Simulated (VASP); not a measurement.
Wanted: the native input for a VASP 6.6.1 run.

* Task: single point
* Functional: PBE
* Potentials or basis: VASP PAW PBE potentials, release 64 (Ag, Pb_d)
* Cutoff: 520 eV
* k mesh: 5 × 5 × 5
* Occupations: fermi-dirac, width 0.1 eV
* Spin: no spin polarisation
* Hubbard terms: Ag d U = 2.0 eV
* Dipole correction: no
* Further INCAR settings: ALGO = Normal; EDIFF = 1e-07; NBANDS = 25

The structure of Ag2Pb lies in POSCAR:

```
Ag2Pb
1.0
    4.6473590000      0.0000000000      0.0000000000
   -2.3236800000      4.0247350000      0.0000000000
    0.0000000000      0.0000000000      4.0709840000
Ag Pb
2 1
Direct
    0.3333000000      0.6667000000      0.5000000000
    0.6666000000      0.3333000000      0.5000000000
    0.0000000000      0.0000000000      0.0000000000
```

The input as run:

INCAR

```
SYSTEM = Ag2Pb
ALGO     = Normal         ! electronic algorithm
EDIFF    = 1E-7           ! SCF threshold, eV
ENCUT    = 520            ! plane-wave cutoff, eV
GGA      = PE             ! functional
ISIF     = 2              ! what is computed and relaxed
ISMEAR   = -1             ! smearing method
LASPH    = .True.         ! aspherical terms in the spheres
LCHARG   = .True.         ! write CHGCAR
LDAU     = .True.         ! DFT+U
LDAUJ    = 0 0          
LDAUL    = 2 -1           ! shell
LDAUPRINT= 1            
LDAUTYPE = 2            
LDAUU    = 2 0            ! U, eV
LELF     = .True.         ! ELF
LMAXMIX  = 4              ! l up to which the mixer works
LREAL    = .False.        ! projectors in reciprocal space
LVHAR    = .True.       
LWAVE    = .False.        ! write WAVECAR
NBANDS   = 25             ! bands
NELM     = 150            ! most SCF steps
PREC     = Accurate       ! precision mode
SIGMA    = 0.1            ! smearing width, eV
```

KPOINTS

```
k-points
0
Gamma
  5 5 5
  0 0 0
```

Potentials or basis: VASP PAW PBE potentials, release 64 (Ag, Pb_d).

The run is started by

```sh
$ cat potpaw_PBE.64/Ag/POTCAR potpaw_PBE.64/Pb_d/POTCAR > POTCAR
$ mpirun -np 1 vasp_std > vasp.out
```

Results of the run:

```yaml
Pressure: -1.4 GPa
Band_gap_on_the_k_mesh: zero (band 18 reaches 8.55 eV, above the bottom of band 19 at 5.79 eV)
```

Caveat: spin-orbit coupling is left out, which moves the levels of the heavy elements; U without spin polarisation on a metal has little footing; the U is typed as a test and isn't derived for this compound.

Wall time 24 s on 1 thread of Intel(R) Xeon(R) 6975P-C (Granite Rapids), with other jobs on the host, peak memory 0.2 GiB.
